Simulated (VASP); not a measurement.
# Si5PdW2 (P4/mmm) in VASP: relaxation of cell and atoms with PBE

Aim: the relaxation of cell and atoms of Si5PdW2 with PBE.

All numbers are computed with VASP 6.6.1; they aren't measurements. Logs are shortened: lines on timing, memory, paths and dates and some standing lists are left out, and cuts for length are marked.

### 1 The cell of the first run

The structure is tetragonal, space group P4/mmm (No. 123). Conventional cell: a = 3.246 Å, b = 3.246 Å, c = 10.692 Å, α = 90.00°, β = 90.00°, γ = 90.00°. Within 3.3 Å of Si (site symmetry 4mm) lie 1 W at 2.52 Å and 9 Si at 2.62 to 3.25 Å and 4 Pd at 2.64 Å. Si (site symmetry 4mm) has 4 W at 2.57 Å and 9 Si at 2.67 to 3.25 Å and 1 Pd at 2.68 Å within 3.4 Å. Within 3.5 Å of Si (site symmetry 4/mmm) lie 6 Si at 2.67 to 3.25 Å and 8 W at 2.75 Å. Pd (site symmetry 4/mmm) has 10 Si at 2.64 to 2.68 Å and 4 Pd at 3.25 Å within 3.5 Å. W (site symmetry 4mm) has 9 Si at 2.52 to 2.75 Å and 5 W at 3.03 to 3.25 Å within 3.3 Å.

### 2 Relaxation of cell and atoms, PBE

Input file INCAR:

```
ALGO     = Normal         # electronic algorithm
EDIFF    = 1E-6           # SCF threshold, eV
EDIFFG   = -0.001         # ionic threshold
ENCUT    = 600            # plane-wave cutoff, eV
GGA      = PE             # functional
IBRION   = 2              # ionic algorithm
ISIF     = 3              # what is computed and relaxed
ISMEAR   = 0              # smearing method
LASPH    = T              # aspherical terms in the spheres
LCHARG   = F              # write CHGCAR
LREAL    = F              # projectors in reciprocal space
LWAVE    = F              # write WAVECAR
NELM     = 80             # most SCF steps
NSW      = 80             # ionic steps
PREC     = Accurate       # precision mode
SIGMA    = 0.1            # smearing width, eV
```

Input file KPOINTS:

```
k-points
0
Gamma
  10 10 4
```

Input file POSCAR:

```
Si5PdW2
1.0
    3.2458348939      0.0000000000      0.0000000000
    0.0000000000      3.2458348939      0.0000000000
    0.0000000000      0.0000000000     10.6918958545
Si Pd W
5 1 2
Direct
    0.5000000000      0.5000000000      0.8775843541
    0.0000000000      0.0000000000      0.7495090021
    0.5000000000      0.5000000000      0.1224156459
    0.0000000000      0.0000000000      0.2504909979
    0.0000000000      0.0000000000      0.5000000000
    0.0000000000      0.0000000000      0.0000000000
    0.5000000000      0.5000000000      0.6417998570
    0.5000000000      0.5000000000      0.3582001430
```

Potentials or basis: VASP PAW PBE potentials, release 64 (Si, Pd, W_sv).

The run is started by

```sh
$ cat potpaw_PBE.64/Si/POTCAR potpaw_PBE.64/Pd/POTCAR potpaw_PBE.64/W_sv/POTCAR > POTCAR
$ mpirun -np 1 vasp_std > vasp.out
```

OUTCAR:

```text
EDIFF = 1E-6
   EDIFFG = -0.001
   ENCUT = 600
   GGA = PE
   IBRION = 2
   ISIF = 3
   ISMEAR = 0
   LASPH = T
   LREAL = F
   NELM = 80
   NSW = 80
   PREC = Accurate

 ion  position               nearest neighbor table
   1  0.500  0.500  0.878-   7 2.52   3 2.62   6 2.64   6 2.64   6 2.64   6 2.64   2 2.67   2 2.67
                             2 2.67   2 2.67
   2  0.000  0.000  0.750-   7 2.57   7 2.57   7 2.57   7 2.57   5 2.67   1 2.67   1 2.67   1 2.67
                             1 2.67   6 2.68
   3  0.500  0.500  0.122-   8 2.52   1 2.62   6 2.64   6 2.64   6 2.64   6 2.64   4 2.67   4 2.67
                             4 2.67   4 2.67
   4  0.000  0.000  0.250-   8 2.57   8 2.57   8 2.57   8 2.57   5 2.67   3 2.67   3 2.67   3 2.67
                             3 2.67   6 2.68
   5  0.000  0.000  0.500-   2 2.67   4 2.67   7 2.75   8 2.75   7 2.75   8 2.75   7 2.75   8 2.75
                             7 2.75   8 2.75
   6  0.000  0.000  0.000-   1 2.64   3 2.64   1 2.64   3 2.64   1 2.64   3 2.64   1 2.64   3 2.64
                             2 2.68   4 2.68
   7  0.500  0.500  0.642-   1 2.52   2 2.57   2 2.57   2 2.57   2 2.57   5 2.75   5 2.75   5 2.75
                             5 2.75   8 3.03
   8  0.500  0.500  0.358-   3 2.52   4 2.57   4 2.57   4 2.57   4 2.57   5 2.75   5 2.75   5 2.75
                             5 2.75   7 3.03

  LATTYP: Found a simple tetragonal cell.
 ALAT       =     3.2458348939
 C/A-ratio  =     3.2940356500

  Lattice vectors:

 A1 = (   3.2458348939,   0.0000000000,   0.0000000000)
 A2 = (   0.0000000000,   3.2458348939,   0.0000000000)
 A3 = (   0.0000000000,   0.0000000000,  10.6918958545)

Analysis of symmetry for initial positions (statically):
=====================================================================
 Subroutine PRICEL returns:
 Original cell was already a primitive cell.

 Routine SETGRP: Setting up the symmetry group for a
 simple tetragonal supercell.

 Subroutine GETGRP returns: Found 16 space group operations
 (whereof 16 operations were pure point group operations)
 out of a pool of 16 trial point group operations.

The static configuration has the point symmetry D_4h.

Analysis of symmetry for dynamics (positions and initial velocities):
=====================================================================
 Subroutine PRICEL returns:
 Original cell was already a primitive cell.

 Routine SETGRP: Setting up the symmetry group for a
 simple tetragonal supercell.

 Subroutine GETGRP returns: Found 16 space group operations
 (whereof 16 operations were pure point group operations)
 out of a pool of 16 trial point group operations.

The dynamic configuration has the point symmetry D_4h.

 Subroutine INISYM returns: Found 16 space group operations
 (whereof 16 operations are pure point group operations),
 and found     1 'primitive' translations

----------------------------------------------------------------------------------------

                                     Primitive cell

  volume of cell :     112.6439

  direct lattice vectors                    reciprocal lattice vectors
     3.245834894  0.000000000  0.000000000     0.308087143  0.000000000  0.000000000
     0.000000000  3.245834894  0.000000000     0.000000000  0.308087143  0.000000000
     0.000000000  0.000000000 10.691895855     0.000000000  0.000000000  0.093528782

  length of vectors
     3.245834894  3.245834894 10.691895855     0.308087143  0.308087143  0.093528782

  position of ions in fractional coordinates (direct lattice)
     0.500000000  0.500000000  0.877584354
     0.000000000  0.000000000  0.749509002
     0.500000000  0.500000000  0.122415646
     0.000000000  0.000000000  0.250490998
     0.000000000  0.000000000  0.500000000
     0.000000000  0.000000000  0.000000000
     0.500000000  0.500000000  0.641799857
     0.500000000  0.500000000  0.358200143

  ion indices of the primitive-cell ions
   primitive index   ion index
                 1           1
                 2           2
                 3           3
                 4           4
                 5           5
                 6           6
                 7           7
                 8           8

----------------------------------------------------------------------------------------

 KPOINTS: k-points

Automatic generation of k-mesh.
 Grid dimensions read from file:
 generate k-points for:   10   10    4

 Generating k-lattice:

  Cartesian coordinates                     Fractional coordinates (reciprocal lattice)
     0.030808714  0.000000000  0.000000000     0.100000000  0.000000000  0.000000000
     0.000000000  0.030808714  0.000000000     0.000000000  0.100000000  0.000000000
     0.000000000  0.000000000  0.023382196     0.000000000  0.000000000  0.250000000

  Length of vectors
     0.030808714  0.030808714  0.023382196

  Shift w.r.t. Gamma in fractional coordinates (k-lattice)
     0.000000000  0.000000000  0.000000000

 Subroutine IBZKPT returns following result:
 ===========================================

 Found     63 irreducible k-points:

 Following reciprocal coordinates:
            Coordinates               Weight
  0.000000  0.000000  0.000000      1.000000
  0.100000  0.000000  0.000000      4.000000
  0.200000  0.000000  0.000000      4.000000
  0.300000  0.000000  0.000000      4.000000
  0.400000  0.000000  0.000000      4.000000
  0.500000  0.000000  0.000000      2.000000
[... 16 lines left out ...]
  0.100000  0.000000  0.250000      8.000000
  0.200000  0.000000  0.250000      8.000000
 [... further k-points ...]
   k-points           NKPTS =     63   k-points in BZ     NKDIM =     63   number of bands    NBANDS=     34
   number of dos      NEDOS =    301   number of ions     NIONS =      8
   total plane-waves  NPLWV =  70560
   dimension x,y,z NGX =    28 NGY =   28 NGZ =   90
   dimension x,y,z NGXF=    56 NGYF=   56 NGZF=  180
   ions per type =               5   1   2
   NGX,Y,Z   is equivalent  to a cutoff of  14.34, 14.34, 13.99 a.u.
   NGXF,Y,Z  is equivalent  to a cutoff of  28.68, 28.68, 27.99 a.u.
 SYSTEM =  unknown system
   PREC   = accura    normal or accurate (medium, high low for compatibility)
   ISTART =      0    job   : 0-new  1-cont  2-samecut
   ICHARG =      2    charge: 1-file 2-atom 10-const
   ISPIN  =      1    spin polarized calculation?
   LNONCOLLINEAR =      F non collinear calculations
   LSORBIT =      F    spin-orbit coupling
   LASPH  =      T    aspherical Exc in radial PAW
   ENCUT  =  600.0 eV  44.10 Ry    6.64 a.u.   6.48  6.48 21.35*2*pi/ulx,y,z
   NELM   =     80;   NELMIN=  2; NELMDL= -5     # of ELM steps
   EDIFF  = 0.1E-05   stopping-criterion for ELM
   LREAL  =      F    real-space projection
   EDIFFG = -.1E-02   stopping-criterion for IOM
   NSW    =     80    number of steps for IOM
   IBRION =      2    ionic relax: 0-MD 1-quasi-New 2-CG
   NFREE  =      1    steps in history (QN), initial steepest desc. (CG)
   ISIF   =      3    stress and relaxation
   ISYM   =      2    0-nonsym 1-usesym 2-fastsym
   POTIM  = 0.5000    time-step for ionic-motion
   TEBEG  =    0.0;   TEEND  =   0.0 temperature during run
   PSTRESS=    0.0 pullay stress
   NELECT =      58.0000    total number of electrons
   NUPDOWN=      -1.0000    fix difference up-down
   EMIN   =  10.00;   EMAX   =-10.00  energy-range for DOS
   EFERMI =   0.00;   METHOD = LEGACY
   ISMEAR =     0;   SIGMA  =   0.10  broadening in eV -4-tet -1-fermi 0-gaus
   EFERMI_NEDOS =   21; number of points for ismear=-14 and -15
   IALGO  =     38    algorithm
   IMIX   =      4    mixing-type and parameters
     AMIX     =   0.40;   BMIX     =  1.00
     AMIX_MAG =   1.60;   BMIX_MAG =  1.00
  volume/ion in A,a.u.               =      14.08        95.02
  Fermi-wavevector in a.u.,A,eV,Ry     =   1.312144  2.479593 23.425463  1.721723
  Thomas-Fermi vector in A             =   2.442557
   LORBIT       =      0    0 simple, 1 ext, 2 COOP (PROOUT), +10 PAW based schemes
   GGA     = PE    functional components
   LHFCALC =     F    Hartree Fock is set to
   AEXX    =    0.0000 exact exchange contribution
   IVDW    =     0    specifies the selected vdW correction
   LEPSILON=     F    determine dielectric tensor
   LRPA    =     F    only Hartree local field effects (RPA)
 conjugate gradient relaxation of ions
 non-spin polarized calculation
 Gauss-broadening in eV      SIGMA  =   0.10
  energy-cutoff  :      600.00
  volume of cell :      112.64
 maximum number of plane-waves:      3803
 NGX is ok and might be reduce to    28
   NGX = 13   NGY = 13   NGZ = 43

--------------------------------------- Ionic step        1  -------------------------------------------

 number of electron      58.0000005 magnetization

 Free energy of the ion-electron system (eV)
  ---------------------------------------------------
  ext. energy  EPLUGINS =         0.00000000
  ---------------------------------------------------
  free energy    TOTEN  =       -59.16541782 eV

  energy without entropy =      -59.14955645  energy(sigma->0) =      -59.15748713

------------------------ aborting loop because EDIFF is reached ----------------------------------------

  FORCE on cell =-STRESS in cart. coord.  units (eV):
  Direction    XX          YY          ZZ          XY          YZ          ZX
  --------------------------------------------------------------------------------------
  -------------------------------------------------------------------------------------
  Total        0.0613583      0.0613583      0.0398491      0.0000000      0.0000000      0.0000000
  in kB        0.8727225      0.8727225      0.5667889      0.0000000      0.0000000      0.0000000
  external PRESSURE =       0.7707446 kB  Pullay stress =       0.0000000 kB
[... 107 lines left out ...]
  FREE ENERGIE OF THE ION-ELECTRON SYSTEM (eV)
  ---------------------------------------------------
  free  energy   TOTEN  =       -59.1654315266 eV

  energy  without entropy=      -59.1495403708  energy(sigma->0) =      -59.15748595

[... ionic steps 4 to 19 ...]

--------------------------------------- Ionic step       20  -------------------------------------------

 number of electron      58.0000005 magnetization

------------------------ aborting loop because EDIFF is reached ----------------------------------------

  FORCE on cell =-STRESS in cart. coord.  units (eV):
  Direction    XX          YY          ZZ          XY          YZ          ZX
  --------------------------------------------------------------------------------------
  -------------------------------------------------------------------------------------
  Total        0.0095487      0.0095487     -0.0131808      0.0000000      0.0000000     -0.0000000
  in kB        0.1357792      0.1357792     -0.1874259      0.0000000      0.0000000     -0.0000000
  external PRESSURE =       0.0280442 kB  Pullay stress =       0.0000000 kB
[... 69 lines left out ...]
  energy  without entropy=      -59.1495668004  energy(sigma->0) =      -59.15751144

--------------------------------------- Ionic step       22  -------------------------------------------

 number of electron      58.0000005 magnetization

 Free energy of the ion-electron system (eV)
  ---------------------------------------------------
  ext. energy  EPLUGINS =         0.00000000
  ---------------------------------------------------
  free energy    TOTEN  =       -59.16545605 eV

  energy without entropy =      -59.14956409  energy(sigma->0) =      -59.15751007

 E-fermi :  11.3056     XC(G=0): -12.3339

 val. band max:       11.2590435758   @ k =   0.4000   0.3000   0.0000
 cond. band min:      11.3064582266   @ k =   0.5000   0.3000   0.0000
 fundamental gap:      0.0474146507
 Fermi energy:        11.3056396499

 k-point     1 :       0.0000    0.0000    0.0000
  band No.  band energies     occupation
      1     -62.4796      2.00000
      2     -62.4717      2.00000
      3     -26.8161      2.00000
      4     -26.6909      2.00000
      5     -26.6909      2.00000
      6     -26.6743      2.00000
[... 877 lines left out ...]
     33      13.1909      0.00000
     34      14.2306      0.00000

 [... further k-points ...]
[... 5 lines left out ...]
  --------------------------------------------------------------------------------------
  -------------------------------------------------------------------------------------
  Total        0.0052265      0.0052265     -0.0055058      0.0000000      0.0000000      0.0000000
  in kB        0.0743179      0.0743179     -0.0782892      0.0000000      0.0000000      0.0000000
  external PRESSURE =       0.0234489 kB  Pullay stress =       0.0000000 kB
[... 23 lines left out ...]
  FREE ENERGIE OF THE ION-ELECTRON SYSTEM (eV)
  ---------------------------------------------------
  free  energy   TOTEN  =       -59.1654560467 eV

  energy  without entropy=      -59.1495640882  energy(sigma->0) =      -59.15751007

 reached required accuracy - stopping structural energy minimisation
```

It took 47 min on 1 thread of Intel Xeon 8259CL, shared host; peak memory 0.47 GiB.

What came out:

```yaml
Free_energy: -59.1655 eV
Relaxed_volume: 14.08 Å³/atom
Relaxed_cell: a = 3.246 Å, b = 3.246 Å, c = 10.691 Å, α = 90.00°, β = 90.00°, γ = 90.00°
Space_group_after_relaxing_to_0.1_Å: P4/mmm (No. 123)
Energy_gained_by_relaxing: 0.0 meV/atom
Ionic_steps: 22
Pressure_after_relaxing: 0.0 GPa
Band_gap_on_the_k_mesh: zero (bands 29 and 30 overlap by 1.18 eV)
```

Final structure:
```
CELL_PARAMETERS angstrom
3.24638 0.00000 0.00000
0.00000 3.24638 0.00000
0.00000 0.00000 10.69122
ATOMIC_POSITIONS crystal
Si 0.50000 0.50000 0.87770
Si 0.00000 0.00000 0.74966
Si 0.50000 0.50000 0.12230
Si 0.00000 0.00000 0.25034
Si 0.00000 0.00000 0.50000
Pd 0.00000 0.00000 0.00000
W 0.50000 0.50000 0.64186
W 0.50000 0.50000 0.35814
```

Levels at points of the mesh, in eV from the Fermi level:
| k point | band 26 | band 27 | band 28 | band 29 | band 30 | band 31 | band 32 | band 33 |
| --- | --- | --- | --- | --- | --- | --- | --- | --- |
| (0.00, 0.00, 0.00) | -1.15 | -0.14 | -0.14 | 0.64 | 0.72 | 0.99 | 2.10 | 2.41 |
| (0.50, 0.00, 0.00) | -2.05 | -1.80 | -0.76 | 0.10 | 1.53 | 2.00 | 2.64 | 2.80 |
| (0.50, 0.50, 0.00) | -2.26 | -2.26 | -0.96 | -0.33 | 0.90 | 0.90 | 1.00 | 1.06 |
| (0.00, 0.00, 0.50) | -1.78 | 0.60 | 0.60 | 0.72 | 0.94 | 0.99 | 1.51 | 1.51 |
| (0.50, 0.00, 0.50) | -2.21 | -2.10 | -0.81 | 0.20 | 1.27 | 2.67 | 2.71 | 2.81 |
| (0.50, 0.50, 0.50) | -2.41 | -1.85 | -1.59 | -0.41 | 0.23 | 1.02 | 1.02 | 1.76 |

Caveat: spin-orbit coupling is left out, which moves the levels of the heavy elements.
